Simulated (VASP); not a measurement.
Write the native input for VASP 6.6.1 that does the following.

| Item | Value |
| --- | --- |
| Task | electric field gradients |
| Functional | LDA |
| Potentials or basis | VASP PAW LDA potentials, release 64 (Ba_sv, Ti_sv, O) |
| Cutoff | 520 eV |
| k mesh | 9 × 9 × 9 |
| Occupations | fermi-dirac, width 0.05 eV |
| Spin | no spin polarisation |
| Dipole correction | no |
| Further INCAR settings | ALGO = Normal; EDIFF = 1e-08; NBANDS = 28 |

The structure of BaTiO3 lies in POSCAR:

```
BaTiO3
1.0
    2.8559448391      1.6488805216      2.3177316080
   -2.8559448391      1.6488805216      2.3177316080
    0.0000000000     -3.2977610432      2.3177316080
Ba Ti O
1 1 3
Direct
    0.0000000000      0.0000000000      0.0000000000
    0.5140000000      0.5140000000      0.5140000000
    0.4916000000      0.4916000000      0.9815000000
    0.4916000000      0.9815000000      0.4916000000
    0.9815000000      0.4916000000      0.4916000000
```

This cell differs from its parent crystal: equal xx and yy strain of +1 %.

The input as run:

INCAR

```
ALGO = Normal
EDIFF = 1E-8
ENCUT = 520
ISIF = 2
ISMEAR = -1
LASPH = True
LCHARG = False
LEFG = True
LREAL = False
LWAVE = False
NBANDS = 28
NELM = 80
PREC = Accurate
SIGMA = 0.05
```

KPOINTS

```
k-points
0
Gamma
  9 9 9
```

Potentials or basis: VASP PAW LDA potentials, release 64 (Ba_sv, Ti_sv, O).

Command:

```bash
$ cat potpaw_LDA.64/Ba_sv/POTCAR potpaw_LDA.64/Ti_sv/POTCAR potpaw_LDA.64/O/POTCAR > POTCAR
$ mpirun -np 1 vasp_std > vasp.out
```

It gave:

```
Pressure               : -7.2 GPa
Largest force          : 0.155 eV/Å
Band gap on the k mesh : 2.25 eV, indirect (least direct gap 2.64 eV)
```

Caveat: the cell differs from its parent crystal (equal xx and yy strain of +1 %); without QUAD_EFG the Cq values of the log hold for a quadrupole moment of 1 mb, not for the nuclei; spin-orbit coupling is left out, which moves the levels of the heavy elements.

It took 110 s on 1 thread of Intel Xeon 6975P-C, on a shared host, peak memory 0.27 GiB.
